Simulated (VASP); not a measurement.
# Rb (Im-3m) in VASP: a series of runs, part 2 of 2

VASP 6.6.1.

### Step 4. Relaxation of cell and atoms, PBEsol

This run uses another cell than the first one, of 88.04 Å³/atom, 0.942 times its volume.

INCAR

```
PREC = Accurate
ENCUT = 600
EDIFF = 1E-6
ISMEAR = 0
SIGMA = 0.1
LREAL = False
LASPH = True
NELM = 100
ALGO = Normal
ISIF = 3
LWAVE = False
LCHARG = False
GGA = PS
IBRION = 2
NSW = 100
EDIFFG = -0.005
```

KPOINTS

```
regular mesh
0
Gamma
  10 10 10
```

POSCAR

```
Rb
1.0
   -2.8025000000      2.8025000000      2.8025000000
    2.8025000000     -2.8025000000      2.8025000000
    2.8025000000      2.8025000000     -2.8025000000
Rb
1
Direct
    0.0000000000      0.0000000000      0.0000000000
```

Potentials or basis: VASP PAW PBE potentials, release 64 (Rb_sv).

On the command line:

```sh
cat potpaw_PBE.64/Rb_sv/POTCAR > POTCAR
mpirun -np 1 vasp_std > vasp.out
```

OUTCAR:

```text
PREC = Accurate
   ENCUT = 600
   EDIFF = 1E-6
   ISMEAR = 0
   LREAL = False
   LASPH = True
   NELM = 100
   ISIF = 3
   GGA = PS
   IBRION = 2
   NSW = 100
   EDIFFG = -0.005

 ion  position               nearest neighbor table
   1  0.000  0.000  0.000-

  LATTYP: Found a body centered cubic cell.
 ALAT       =     5.6050000000

  Lattice vectors:

 A1 = (  -2.8025000000,   2.8025000000,   2.8025000000)
 A2 = (   2.8025000000,  -2.8025000000,   2.8025000000)
 A3 = (   2.8025000000,   2.8025000000,  -2.8025000000)

Analysis of symmetry for initial positions (statically):
=====================================================================
 Subroutine PRICEL returns:
 Original cell was already a primitive cell.

 Routine SETGRP: Setting up the symmetry group for a
 body centered cubic supercell.

 Subroutine GETGRP returns: Found 48 space group operations
 (whereof 48 operations were pure point group operations)
 out of a pool of 48 trial point group operations.

The static configuration has the point symmetry O_h .

[... 164 lines left out ...]
  Direction    XX          YY          ZZ          XY          YZ          ZX
  --------------------------------------------------------------------------------------
  -------------------------------------------------------------------------------------
  Total       -0.0255830     -0.0255830     -0.0255830     -0.0000000     -0.0000000      0.0000000
  in kB       -0.4655483     -0.4655483     -0.4655483     -0.0000000     -0.0000000      0.0000000
  external PRESSURE =      -0.4655483 kB  Pullay stress =       0.0000000 kB
[... 57 lines left out ...]
--------------------------------------- Ionic step        3  -------------------------------------------

 number of electron       9.0000000 magnetization

 Free energy of the ion-electron system (eV)
  ---------------------------------------------------
  ext. energy  EPLUGINS =         0.00000000
  ---------------------------------------------------
  free energy    TOTEN  =        -1.02418202 eV

  energy without entropy =       -1.01794925  energy(sigma->0) =       -1.02106563

 E-fermi :   0.0552     XC(G=0):  -5.6415

 val. band max:        0.0532630305   @ k =  -0.3000   0.4000   0.2000
 cond. band min:       0.1366220173   @ k =  -0.4000   0.4000   0.2000
 fundamental gap:      0.0833589868
 Fermi energy:         0.0551734494

 k-point     1 :       0.0000    0.0000    0.0000
  band No.  band energies     occupation
      1     -28.7781      2.00000
      2     -12.8199      2.00000
      3     -12.8199      2.00000
      4     -12.8199      2.00000
      5      -1.9873      2.00000
      6       3.7769      0.00000
      7       3.7769      0.00000
      8       3.7769      0.00000
[... 243 lines left out ...]
 k-point    24 :      -0.3000    0.3000    0.1000
  band No.  band energies     occupation
      1     -28.7742      2.00000
      2     -12.8937      2.00000
      3     -12.8487      2.00000
      4     -12.8285      2.00000
      5      -0.8391      2.00000
      6       2.1911      0.00000
      7       2.9834      0.00000
      8       3.8779      0.00000

 [... further k-points ...]
[... 5 lines left out ...]
  --------------------------------------------------------------------------------------
  -------------------------------------------------------------------------------------
  Total       -0.0030056     -0.0030056     -0.0030056     -0.0000000     -0.0000000      0.0000000
  in kB       -0.0555124     -0.0555124     -0.0555124     -0.0000000     -0.0000000      0.0000000
  external PRESSURE =      -0.0555124 kB  Pullay stress =       0.0000000 kB
[... 16 lines left out ...]
  FREE ENERGIE OF THE ION-ELECTRON SYSTEM (eV)
  ---------------------------------------------------
  free  energy   TOTEN  =        -1.0241820178 eV

  energy  without entropy=       -1.0179492479  energy(sigma->0) =       -1.02106563

 reached required accuracy - stopping structural energy minimisation
```

OSZICAR:

```text
N       E                     dE             d eps       ncg     rms          rms(c)
DAV:   1     0.482512922300E+02    0.48251E+02   -0.36886E+03   752   0.928E+02
DAV:   2     0.166809683228E+01   -0.46583E+02   -0.45768E+02   864   0.144E+02
DAV:   3    -0.943097308941E+00   -0.26112E+01   -0.26098E+01  1032   0.403E+01
[... 19 lines left out ...]
DAV:   3    -0.102411512338E+01    0.16056E-02   -0.86582E-03  1120   0.586E-01    0.385E-02
DAV:   4    -0.102414090902E+01   -0.25786E-04   -0.12982E-04   904   0.115E-01    0.216E-02
DAV:   5    -0.102418046301E+01   -0.39554E-04   -0.29214E-05  1288   0.632E-02    0.132E-02
DAV:   6    -0.102418244208E+01   -0.19791E-05   -0.31050E-06  1024   0.182E-02    0.201E-03
DAV:   7    -0.102418201783E+01    0.42425E-06   -0.28718E-07   472   0.728E-03
   3 F= -.10241820E+01 E0= -.10210656E+01  d E =-.221638E-03
```

CONTCAR:

```text
Rb
   1.00000000000000
    -2.7886647237008244    2.7886647237008244    2.7886647237008244
     2.7886647237008244   -2.7886647237008244    2.7886647237008244
     2.7886647237008244    2.7886647237008244   -2.7886647237008244
  Rb
     1
Direct
     0.0000000000000000    0.0000000000000000    0.0000000000000000

  0.00000000E+00  0.00000000E+00  0.00000000E+00
```

Run time: 61 s. Hardware: 1 thread of Intel Xeon Platinum 8488C (Sapphire Rapids), shared host; peak memory 0.26 GiB.

Results:

```
Free energy                            : -1.0242 eV
Relaxed volume                         : 86.75 Å³/atom
Relaxed cell                           : a = 4.830 Å, b = 4.830 Å, c = 4.830 Å, α = 109.47°, β = 109.47°, γ = 109.47°
Space group after relaxing (to 0.05 Å) : Im-3m (No. 229)
Energy gained by relaxing              : 0.2 meV/atom
Ionic steps                            : 3
Pressure after relaxing                : 0.0 GPa
```

The path:
```
step  energy change (eV)  largest force (eV/Å)  pressure (GPa)  volume (Å³)
   1              0.0000                0.0000           -0.05        88.04
   2             -0.0001                0.0000           -0.04        87.72
   3             -0.0002                0.0000           -0.01        86.75
```

Final structure:
```
Rb
1.0
    -2.78866    2.78866    2.78866
     2.78866   -2.78866    2.78866
     2.78866    2.78866   -2.78866
Rb
1
Direct
  0.00000 0.00000 0.00000
```

Caveat: the PAW data sets were made with another functional, which shifts forces and pressure a little.

### Step 5. The runs side by side

| task | cell | cutoff (eV) | gap on the mesh (eV) | pressure (GPa) |
| --- | --- | --- | --- | --- |
| single point | a = 4.951 Å, angles 109.5°, 1 atom | 520 | none | -0.2 |
| single point | a = 4.854 Å, angles 109.5°, 1 atom | 520 | none | 0.0 |
| relaxation of cell and atoms | relaxed from a = 4.854 Å, angles 109.5°, 1 atom | 600 | none | 0.0 |

Alike in all rows: level PBEsol; potentials or basis VASP PAW PBE potentials, release 64 (Rb_sv); no spin polarisation; k mesh 10 × 10 × 10; smearing gaussian 0.1 eV.

Caveats: the PAW data sets were made with another functional, which shifts forces and pressure a little.

Total energies depend on the potentials used, so only differences within one code and one set of settings carry meaning.
